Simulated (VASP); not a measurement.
Re: single point with PBE

Re:

```xyz
1
Lattice="-1.5567 1.5567 1.5567 1.5567 -1.5567 1.5567 1.5567 1.5567 -1.5567" Properties=species:S:1:pos:R:3 pbc="T T T"
Re    0.0000    0.0000    0.0000
```

This isn't the form of Re at room conditions, which is hcp.

```json
{"Program": "VASP 6.6.1", "Task": "single point", "Functional": "PBE", "Potentials or basis": "VASP PAW PBE potentials, release 64 (Re)", "Cutoff": "520 eV", "k mesh": "17 × 17 × 17", "Occupations": "fermi-dirac, width 0.1 eV", "Spin": "no spin polarisation", "Dipole correction": "no", "k mesh for the DOS": "26 × 26 × 26", "Occupations for the DOS": "tetrahedron", "Further INCAR settings": "ALGO = Normal; EDIFF = 1e-06"}
```

```json
{
  "Valence electrons inside the program's atomic spheres": "Re 6.04"
}
```

Levels at points of the mesh, in eV from the Fermi level:
```tsv
k point	band 1	band 2	band 3	band 4	band 5	band 6	band 7
(0.00, 0.00, 0.00)	-10.60	-2.65	-2.65	-2.65	0.73	0.73	15.50
(0.50, 0.00, 0.00)	-7.34	-4.84	-0.07	0.61	1.47	4.32	9.70
(0.50, 0.50, 0.50)	-6.92	-6.92	3.42	3.42	3.42	7.81	7.81
```

It took 34 s on 1 thread of Intel(R) Xeon(R) Platinum 8559C (Emerald Rapids), with other jobs on the host, peak memory 0.2 GiB.

Caveat: spin-orbit coupling is left out, which moves the levels of the heavy elements.
